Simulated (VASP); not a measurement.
Al6TlInBiB2N9:

```
B N Al In Tl Bi
1.0
     2.27245    2.27245    4.54490
    -2.27245   -2.27245    4.54490
     6.81735   -4.54490    2.27245
B N Al In Tl Bi
2 9 6 1 1 1
Cartesian
  4.5568 -4.5209 9.0884
  2.2664 -2.2526 4.5352
  3.4202 -3.3944 7.9473
  5.6868 -3.3859 5.6849
  5.6877 -3.4421 10.2437
  -1.1543 -1.1696 5.6733
  1.1428 -1.1567 7.9579
  3.4306 -1.1404 5.7008
  1.1437 -3.3984 5.6464
  3.3911 -3.4223 3.4185
  7.9413 -3.4029 7.9629
  4.5377 -6.7991 6.8104
  2.2548 0.0055 2.2961
  4.5177 -0.0123 4.5306
  4.5444 -2.2748 6.8153
  -0.0119 -0.0123 4.5598
  2.2927 -0.0289 6.8232
  4.5233 -4.5114 4.5302
  4.5284 -2.2940 2.2706
  1.1330 -1.1405 3.4351
```

```yaml
Program: VASP 6.6.1
Task: relaxation of cell and atoms
Functional: PBEsol
Potentials_or_basis: VASP PAW PBE potentials, release 64 (B, N, Al, In_d, Tl_d, Bi_d)
Cutoff: 700 eV
k_mesh: 3 × 3 × 2, shifted
Occupations: gaussian, width 0.1 eV
Spin: no spin polarisation
```

At the start: pressure 23.4 GPa; volume 11.74 Å³/atom.

How do energy, volume and symmetry change on relaxing?

Over 24 steps the energy falls by 925.0 meV/atom and the volume is 11.72 Å³/atom (-0.1 %); space group P1 (No. 1, to 0.1 Å) before and after.

Step by step:
| step | energy change (eV) | largest force (eV/Å) | pressure (GPa) | volume (Å³) |
| --- | --- | --- | --- | --- |
| 1 | 0.0000 | 18.4001 | 23.41 | 234.70 |
| 2 | -5.2935 | 9.9407 | -17.77 | 297.81 |
| 3 | -13.2203 | 4.5282 | -10.34 | 262.28 |
| 4 | -13.2832 | 4.7110 | -9.63 | 260.93 |
| 5 | -13.3194 | 5.0098 | -8.38 | 258.73 |
| 6 | -16.5500 | 2.4651 | -2.69 | 241.37 |
| 7 | -16.7491 | 3.3754 | 2.22 | 234.16 |
| 8 | -17.5927 | 3.7655 | 4.80 | 231.07 |
| 9 | -17.7036 | 2.7924 | 3.75 | 231.82 |
| 10 | -18.2414 | 1.6521 | -3.10 | 239.42 |
| 11 | -18.2662 | 1.5319 | -2.09 | 238.04 |
| 12 | -18.4302 | 0.4870 | -0.21 | 235.19 |
| 13 | -18.4303 | 0.4714 | -0.27 | 235.26 |
| 14 | -18.4658 | 0.2153 | 0.23 | 234.39 |
| 15 | -18.4671 | 0.2371 | 0.36 | 234.19 |
| 16 | -18.4807 | 0.1300 | -0.13 | 234.71 |
| 17 | -18.4821 | 0.1580 | -0.35 | 234.95 |
| 18 | -18.4908 | 0.1070 | 0.04 | 234.42 |
| 19 | -18.4919 | 0.1815 | 0.23 | 234.16 |
| 20 | -18.4968 | 0.0964 | 0.00 | 234.38 |
| 21 | -18.4968 | 0.0919 | 0.01 | 234.37 |
| 22 | -18.4986 | 0.0520 | -0.05 | 234.47 |
| 23 | -18.4986 | 0.0563 | -0.06 | 234.48 |
| 24 | -18.4995 | 0.0383 | 0.05 | 234.36 |

Final structure:
```
B N Al In Tl Bi
1.0
     2.34002    2.32510    4.39809
    -2.25437   -2.34722    4.36543
     6.89345   -4.65935    2.26263
B N Al In Tl Bi
2 9 6 1 1 1
Direct
  0.61740 0.00317 0.79505
  0.29238 0.52332 0.44283
  0.62561 0.87751 0.62481
  0.54824 0.32100 0.77789
  0.89844 0.91149 0.82845
  0.40036 0.88397 0.94996
  0.76003 0.87396 0.20792
  0.60523 0.40636 0.42613
  0.19089 0.81361 0.38802
  0.08566 0.43335 0.58191
  0.85473 0.36951 0.01150
  0.98016 0.00630 0.00649
  0.41729 0.91237 0.17656
  0.79955 0.99463 0.40565
  0.72097 0.50741 0.59279
  0.55420 0.51601 0.94232
  0.79360 0.51365 0.21664
  0.12859 0.50692 0.80985
  0.20925 0.00969 0.60022
  0.26185 0.38074 0.21189
```

Caveat: the PAW data sets were made with another functional, which shifts forces and pressure a little.
